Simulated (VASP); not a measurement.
# Ga4N (P4/mmm) in VASP: notebook

Ga4N is run at these levels: PBE; tasks: single point, relaxation of cell and atoms.

Program: VASP 6.6.1. These are calculated values, not measurements. Logs are shortened: lines on timing, memory, paths and dates and some standing lists are left out, and cuts for length are marked.

## 1. The cell of the first run

It takes space group P4/mmm (No. 123, tetragonal). Conventional cell: a = 3.783 Å, b = 3.783 Å, c = 5.919 Å, α = 90.00°, β = 90.00°, γ = 90.00°. Within 3.2 Å of Ga (site symmetry 2mm) lie 2 N at 2.44 Å and 6 Ga at 2.68 to 3.09 Å. N (site symmetry 4/mmm) has 8 Ga at 2.44 Å within 3.2 Å.

## 2. Single point, PBE

INCAR

```
  PREC = Accurate
  ENCUT = 520
  EDIFF = 1E-6
  ISMEAR = 0
  SIGMA = 0.1
  LREAL = False
  LASPH = True
  NELM = 60
  ALGO = Normal
  ISIF = 2
  LWAVE = False
  LCHARG = True
  GGA = PE
  LELF = True
  LVHAR = True
  NBANDS = 36
```

KPOINTS

```
Automatic mesh
0
Gamma
  10 10 6
```

POSCAR

```
Ga4N
1.0
    3.7830426942      0.0000000000      0.0000000000
    0.0000000000      3.7830426942      0.0000000000
    0.0000000000      0.0000000000      5.9185150844
Ga N
4 1
Direct
    0.5000000000      0.0000000000      0.2610918653
    0.0000000000      0.5000000000      0.7389081347
    0.5000000000      0.0000000000      0.7389081347
    0.0000000000      0.5000000000      0.2610918653
    0.0000000000      0.0000000000      0.0000000000
```

Potentials or basis: VASP PAW PBE potentials, release 64 (Ga_d, N).

On the command line:

```bash
> cat potpaw_PBE.64/Ga_d/POTCAR potpaw_PBE.64/N/POTCAR > POTCAR
> mpirun -np 1 vasp_std > vasp.out
```

OUTCAR:

```text
PREC = Accurate
   ENCUT = 520
   EDIFF = 1E-6
   ISMEAR = 0
   LREAL = False
   LASPH = True
   NELM = 60
   ISIF = 2
   GGA = PE

 ion  position               nearest neighbor table
   1  0.500  0.000  0.261-   4 2.68   4 2.68   4 2.68   4 2.68   3 2.83
   2  0.000  0.500  0.739-   3 2.68   3 2.68   3 2.68   3 2.68   4 2.83
   3  0.500  0.000  0.739-   2 2.68   2 2.68   2 2.68   2 2.68   1 2.83
   4  0.000  0.500  0.261-   1 2.68   1 2.68   1 2.68   1 2.68   2 2.83
   5  0.000  0.000  0.000-

  LATTYP: Found a simple tetragonal cell.
 ALAT       =     3.7830426942
 C/A-ratio  =     1.5644854057

  Lattice vectors:

 A1 = (   3.7830426942,   0.0000000000,   0.0000000000)
 A2 = (   0.0000000000,   3.7830426942,   0.0000000000)
 A3 = (   0.0000000000,   0.0000000000,   5.9185150844)

Analysis of symmetry for initial positions (statically):
=====================================================================
 Subroutine PRICEL returns:
 Original cell was already a primitive cell.

 Routine SETGRP: Setting up the symmetry group for a
 simple tetragonal supercell.

 Subroutine GETGRP returns: Found 16 space group operations
 (whereof 16 operations were pure point group operations)
 out of a pool of 16 trial point group operations.

The static configuration has the point symmetry D_4h.

Analysis of symmetry for dynamics (positions and initial velocities):
=====================================================================
 Subroutine PRICEL returns:
 Original cell was already a primitive cell.

 Routine SETGRP: Setting up the symmetry group for a
 simple tetragonal supercell.

 Subroutine GETGRP returns: Found 16 space group operations
 (whereof 16 operations were pure point group operations)
 out of a pool of 16 trial point group operations.

The dynamic configuration has the point symmetry D_4h.

 Subroutine INISYM returns: Found 16 space group operations
 (whereof 16 operations are pure point group operations),
 and found     1 'primitive' translations

----------------------------------------------------------------------------------------

                                     Primitive cell

  volume of cell :      84.7023

  direct lattice vectors                    reciprocal lattice vectors
     3.783042694  0.000000000  0.000000000     0.264337487  0.000000000  0.000000000
     0.000000000  3.783042694  0.000000000     0.000000000  0.264337487  0.000000000
[... 92 lines left out ...]
   LREAL  =      F    real-space projection
   EDIFFG = 0.1E-04   stopping-criterion for IOM
   NSW    =      0    number of steps for IOM
   IBRION =     -1    ionic relax: 0-MD 1-quasi-New 2-CG
   NFREE  =      0    steps in history (QN), initial steepest desc. (CG)
   ISIF   =      2    stress and relaxation
   ISYM   =      2    0-nonsym 1-usesym 2-fastsym
   POTIM  = 0.5000    time-step for ionic-motion
   TEBEG  =    0.0;   TEEND  =   0.0 temperature during run
   PSTRESS=    0.0 pullay stress
   NELECT =      57.0000    total number of electrons
   NUPDOWN=      -1.0000    fix difference up-down
   EMIN   =  10.00;   EMAX   =-10.00  energy-range for DOS
   EFERMI =   0.00;   METHOD = LEGACY
   ISMEAR =     0;   SIGMA  =   0.10  broadening in eV -4-tet -1-fermi 0-gaus
   EFERMI_NEDOS =   21; number of points for ismear=-14 and -15
   IALGO  =     38    algorithm
   IMIX   =      4    mixing-type and parameters
     AMIX     =   0.40;   BMIX     =  1.00
     AMIX_MAG =   1.60;   BMIX_MAG =  1.00
  volume/ion in A,a.u.               =      16.94       114.32
  Fermi-wavevector in a.u.,A,eV,Ry     =   1.434613  2.711025 28.002339  2.058114
  Thomas-Fermi vector in A             =   2.554002
   LORBIT       =      0    0 simple, 1 ext, 2 COOP (PROOUT), +10 PAW based schemes
   GGA     = PE    functional components
   LHFCALC =     F    Hartree Fock is set to
   AEXX    =    0.0000 exact exchange contribution
   IVDW    =     0    specifies the selected vdW correction
   LEPSILON=     F    determine dielectric tensor
   LRPA    =     F    only Hartree local field effects (RPA)
 non-spin polarized calculation
 Gauss-broadening in eV      SIGMA  =   0.10
  energy-cutoff  :      520.00
  volume of cell :       84.70
 maximum number of plane-waves:      2300
   NGX = 15   NGY = 15   NGZ = 23

 number of electron      57.0000032 magnetization

 Free energy of the ion-electron system (eV)
  ---------------------------------------------------
  ext. energy  EPLUGINS =         0.00000000
  ---------------------------------------------------
  free energy    TOTEN  =       -17.76894710 eV

  energy without entropy =      -17.76176351  energy(sigma->0) =      -17.76535530

 E-fermi :   5.2933     XC(G=0): -10.9056

 val. band max:        5.2904993588   @ k =   0.3000   0.1000   0.0000
 cond. band min:       5.3018786116   @ k =   0.5000   0.4000   0.3333
 fundamental gap:      0.0113792528
 Fermi energy:         5.2932932780

 k-point     1 :       0.0000    0.0000    0.0000
  band No.  band energies     occupation
      1     -10.2187      2.00000
      2     -10.0190      2.00000
      3      -9.9975      2.00000
      4      -9.9215      2.00000
      5      -9.8800      2.00000
      6      -9.7963      2.00000
[... 925 lines left out ...]
     35      11.4608      0.00000
     36      12.5163      0.00000

 [... further k-points ...]

------------------------ aborting loop because EDIFF is reached ----------------------------------------

  FORCE on cell =-STRESS in cart. coord.  units (eV):
  Direction    XX          YY          ZZ          XY          YZ          ZX
  --------------------------------------------------------------------------------------
  -------------------------------------------------------------------------------------
  Total        0.0811196      0.0811196      0.0247282      0.0000000      0.0000000      0.0000000
  in kB        1.5344083      1.5344083      0.4677444      0.0000000      0.0000000      0.0000000
  external PRESSURE =       1.1788537 kB  Pullay stress =       0.0000000 kB

 VOLUME and BASIS-vectors are now :
 -----------------------------------------------------------------------------
  energy-cutoff  :      520.00
  volume of cell :       84.70
      direct lattice vectors                 reciprocal lattice vectors
     3.783042694  0.000000000  0.000000000     0.264337487  0.000000000  0.000000000
     0.000000000  3.783042694  0.000000000     0.000000000  0.264337487  0.000000000
     0.000000000  0.000000000  5.918515084     0.000000000  0.000000000  0.168961300

 POSITION                                       TOTAL-FORCE (eV/Angst)
 -----------------------------------------------------------------------------------
      1.89152      0.00000      1.54528        -0.000000      0.000000      0.010099
      0.00000      1.89152      4.37324         0.000000     -0.000000     -0.010099
      1.89152      0.00000      4.37324        -0.000000      0.000000     -0.010099
      0.00000      1.89152      1.54528        -0.000000     -0.000000      0.010099
      0.00000      0.00000      0.00000        -0.000000      0.000000      0.000000
 -----------------------------------------------------------------------------------
    total drift:                                0.000000      0.000000      0.000000

  FREE ENERGIE OF THE ION-ELECTRON SYSTEM (eV)
  ---------------------------------------------------
  free  energy   TOTEN  =       -17.7689470953 eV

  energy  without entropy=      -17.7617635095  energy(sigma->0) =      -17.76535530
```

Run time: 1.9 min. Hardware: 1 thread of AMD EPYC 9R45 (Zen 5), shared host; peak memory 0.29 GiB.

What came out:

| Item | Value |
| --- | --- |
| Free energy | -17.7689 eV |
| Pressure | 0.1 GPa |
| Largest force | 0.010 eV/Å |

Forces on the atoms (eV/Å):
```
Ga   0.000  0.000  0.010
Ga   0.000  0.000 -0.010
Ga   0.000  0.000 -0.010
Ga   0.000  0.000  0.010
N    0.000  0.000  0.000
```

Stress tensor (GPa, compression positive):
```
0.15 0.00 0.00
0.00 0.15 0.00
0.00 0.00 0.05
```

## 3. Relaxation of cell and atoms, PBE

This run uses another cell than the first one, of 17.10 Å³/atom, 1.009 times its volume.

INCAR

```
SYSTEM = Ga4N
  ALGO = Normal
  EDIFF = 1E-7
  EDIFFG = -0.01
  ENCUT = 600
  GGA = PE
  IBRION = 2
  ISIF = 3
  ISMEAR = 0
  LASPH = .TRUE.
  LCHARG = .FALSE.
  LREAL = .FALSE.
  LWAVE = .FALSE.
  NELM = 60
  NSW = 100
  PREC = Accurate
  SIGMA = 0.1
```

KPOINTS

```
k-points
0
G
  10 10 6
  0 0 0
```

POSCAR

```
Ga4N
1.0
    3.7897659346      0.0000000000      0.0000000000
    0.0000000000      3.7897659346      0.0000000000
    0.0000000000      0.0000000000      5.9531732682
Ga N
4 1
Direct
    0.5000000000      0.0000000000      0.2594011335
    0.0000000000      0.5000000000      0.7405988665
    0.5000000000      0.0000000000      0.7405988665
    0.0000000000      0.5000000000      0.2594011335
    0.0000000000      0.0000000000      0.0000000000
```

Potentials or basis: VASP PAW PBE potentials, release 64 (Ga_d, N).

On the command line:

```bash
> cat potpaw_PBE.64/Ga_d/POTCAR potpaw_PBE.64/N/POTCAR > POTCAR
> mpirun -np 1 vasp_std > vasp.out
```

Run time: 7.4 min. Hardware: 1 thread of AMD EPYC 9R45 (Zen 5), shared host; peak memory 0.34 GiB.

The run converged. Its results:

```yaml
Free_energy: -17.7703 eV
Relaxed_volume: 16.94 Å³/atom
Relaxed_cell: a = 3.786 Å, b = 3.786 Å, c = 5.909 Å, α = 90.00°, β = 90.00°, γ = 90.00°
Space_group_after_relaxing_to_0.05_Å: P4/mmm (No. 123)
Energy_gained_by_relaxing: 0.5 meV/atom
Ionic_steps: 5
Pressure_after_relaxing: 0.1 GPa
Largest_force_after_relaxing: 0.009 eV/Å
```

Forces in eV/Å, atoms in the order of the input:
```
Ga   0.000  0.000  0.009
Ga   0.000  0.000 -0.009
Ga   0.000  0.000 -0.009
Ga   0.000  0.000  0.009
N    0.000  0.000  0.000
```

Step by step:
| step | energy change (eV) | largest force (eV/Å) | pressure (GPa) | volume (Å³) |
| --- | --- | --- | --- | --- |
| 1 | 0.0000 | 0.0553 | -0.32 | 85.50 |
| 2 | -0.0013 | 0.0506 | -0.07 | 85.08 |
| 3 | -0.0018 | 0.0394 | 0.32 | 84.45 |
| 4 | -0.0018 | 0.0428 | 0.23 | 84.61 |
| 5 | -0.0024 | 0.0087 | 0.06 | 84.72 |

Final structure:
```
CELL_PARAMETERS angstrom
3.78639 0.00000 0.00000
0.00000 3.78639 0.00000
0.00000 0.00000 5.90945
ATOMIC_POSITIONS crystal
Ga 0.50000 0.00000 0.26103
Ga 0.00000 0.50000 0.73897
Ga 0.50000 0.00000 0.73897
Ga 0.00000 0.50000 0.26103
N 0.00000 0.00000 0.00000
```

Levels at points of the mesh, in eV from the Fermi level:
```csv
k point,band 26,band 27,band 28,band 29,band 30,band 31
"(0.00, 0.00, 0.00)",-1.99,-1.12,-0.73,1.68,1.68,1.72
"(0.50, 0.00, 0.00)",-3.59,-2.89,0.29,0.49,2.23,2.51
"(0.50, 0.50, 0.00)",-2.72,-2.72,-2.71,-2.71,-2.12,-1.55
"(0.00, 0.00, 0.50)",-3.15,-0.23,-0.06,0.21,0.21,1.36
"(0.50, 0.00, 0.50)",-2.83,-2.05,-0.83,2.10,2.86,3.11
"(0.50, 0.50, 0.50)",-5.13,-3.22,-2.97,0.19,0.70,0.70
```
